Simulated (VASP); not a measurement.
Set up this calculation in VASP 6.6.1, as the native input.

- Task: single point
- Functional: PBE
- Potentials or basis: VASP PAW PBE potentials, release 64 (Li_sv, O)
- Cutoff: 750 eV
- k mesh: 4 × 4 × 4
- Occupations: gaussian, width 0.15 eV
- Spin: no spin polarisation
- Dipole correction: no
- Further INCAR settings: ALGO = Normal; EDIFF = 1e-06; NBANDS = 13

The structure of Li2O lies in POSCAR:

```
Li2O
1.0
    1.6409980854      0.9474306863      2.6646344918
   -1.6409980854      0.9474306863      2.6646344918
    0.0000000000     -1.8948613727      2.6646344918
Li O
2 1
Direct
    0.2499847506      0.2499847506      0.2499847506
    0.7500152494      0.7500152494      0.7500152494
    0.5000000000      0.5000000000      0.5000000000
```

The input as run:

INCAR

```
SYSTEM = Li2O
PREC = Accurate
ENCUT = 750
EDIFF = 1E-6
ISMEAR = 0
SIGMA = 0.15
LREAL = .False.
LASPH = .True.
NELM = 120
ALGO = Normal
ISIF = 2
LWAVE = .False.
LCHARG = .False.
GGA = PE
NBANDS = 13
GGA_COMPAT = .False.
```

KPOINTS

```
regular mesh
0
Gamma
  4 4 4
  0 0 0
```

Potentials or basis: VASP PAW PBE potentials, release 64 (Li_sv, O).

Run with:

```console
$ cat potpaw_PBE.64/Li_sv/POTCAR potpaw_PBE.64/O/POTCAR > POTCAR
$ mpirun -np 1 vasp_std > vasp.out
```

Results of the run:

| Quantity | Value |
| --- | --- |
| Pressure | -0.7 GPa |
| Band gap on the k mesh | 4.95 eV, indirect (least direct gap 5.19 eV) |

Caveat: the k points lie up to 0.59 Å⁻¹ apart.

Run time: 16 s on 1 thread of Intel Xeon 8259CL (shared host), peak memory 0.16 GiB.
